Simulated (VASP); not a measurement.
# H6C2O: single point with PBE+D3(BJ)

H6C2O:

```
CELL_PARAMETERS angstrom
7.29363 0.00000 0.00000
0.00000 7.29363 0.00000
0.00000 0.00000 7.29363
ATOMIC_POSITIONS crystal
C 0.44182 0.77350 0.01467
C 0.28965 0.73468 0.14574
C 0.96765 0.60126 0.51988
C 0.98523 0.78394 0.61947
C 0.35609 0.17966 0.47636
C 0.52669 0.16022 0.58042
C 0.95374 0.32199 0.06460
C 0.84415 0.18252 0.17563
O 0.34346 0.57642 0.26224
O 0.95943 0.92215 0.48692
O 0.62454 0.33897 0.57713
O 0.86684 0.00579 0.07985
H 0.37409 0.63584 0.38115
H 0.26370 0.86227 0.25943
H 0.16586 0.72912 0.08646
H 0.43853 0.90926 0.96818
H 0.56722 0.75444 0.09789
H 0.42729 0.68937 0.90228
H 0.85026 0.86303 0.42338
H 0.87410 0.79591 0.70803
H 0.10132 0.76580 0.70751
H 0.05839 0.49158 0.58426
H 0.80779 0.56589 0.53485
H 0.99857 0.60366 0.36515
H 0.68972 0.33712 0.70138
H 0.50458 0.12009 0.73456
H 0.60669 0.04703 0.50913
H 0.29031 0.05291 0.47890
H 0.30196 0.32132 0.53813
H 0.39688 0.20122 0.34026
H 0.98707 0.95319 0.09538
H 0.90731 0.16120 0.32419
H 0.69947 0.18412 0.17814
H 0.90613 0.33276 0.92458
H 0.93797 0.45238 0.13831
H 0.09748 0.25511 0.04607
```

```json
{
  "Program": "VASP 6.6.1",
  "Task": "single point",
  "Functional": "PBE",
  "Dispersion": "D3(BJ)",
  "Potentials or basis": "VASP PAW PBE potentials, release 64 (C, O, H)",
  "Cutoff": "520 eV",
  "k mesh": "1 × 1 × 1",
  "Occupations": "fermi-dirac, width 0.02 eV",
  "Spin": "no spin polarisation",
  "Dipole correction": "no",
  "Further INCAR settings": "LREAL = Auto; ALGO = Normal; EDIFF = 1e-06; NBANDS = 64"
}
```

```
Pressure                   : -0.1 GPa
Largest force              : 6.543 eV/Å
Band gap on the k mesh     : 4.38 eV
Dispersion energy per atom : -0.036 eV
```

Forces in eV/Å, atoms in the order of the input:
```
C    0.451  0.267  2.729
C    3.204  2.514  5.121
C   -1.931 -1.667 -0.207
C    0.022 -1.960 -1.195
C    0.268  3.594  1.898
C    1.567 -0.640  1.619
C    0.489 -1.056  0.730
C    3.236 -2.144  0.667
O   -0.636  1.074  0.106
O   -0.620  0.249 -0.958
O    0.469 -1.379  2.169
O   -0.933 -0.385 -0.086
H   -0.171 -0.821 -0.917
H    0.629 -1.889 -2.129
H   -3.699 -1.196 -1.709
H   -0.030  1.849 -0.604
H    0.097 -0.048 -0.802
H    0.309 -1.821 -2.032
H    1.320  1.330  0.166
H   -1.590  0.056  1.815
H    1.543  1.454  0.015
H   -1.002  0.547 -0.547
H    2.456 -0.175 -0.516
H   -0.025  0.229  1.603
H   -0.650  0.291 -1.931
H    0.202  0.299 -1.743
H    0.208  0.697  0.773
H   -1.946 -1.269  0.425
H   -0.472 -2.375 -1.166
H    0.150  0.669 -1.847
H    0.470  0.232  0.336
H   -1.083  0.756 -1.848
H   -1.426  1.001  0.220
H   -0.541  0.158 -0.484
H    0.855  0.161 -0.350
H   -1.188  1.397  0.677
```

Stress tensor (GPa, compression positive):
```
 1.99  2.06  0.11
 2.06  0.38 -1.47
 0.11 -1.47 -2.55
```

Levels at points of the mesh, in eV from the valence-band top:
```tsv
k point	band 37	band 38	band 39	band 40	band 41	band 42	band 43	band 44
(0.00, 0.00, 0.00)	-0.43	-0.42	-0.25	0.00	4.38	5.46	5.88	6.18
```

It took 110 s on 1 thread of Intel Xeon 8259CL, with other jobs on the host, peak memory 0.35 GiB.

Caveat: the k points lie up to 0.86 Å⁻¹ apart; the atoms stand as in a frame of molecular dynamics.
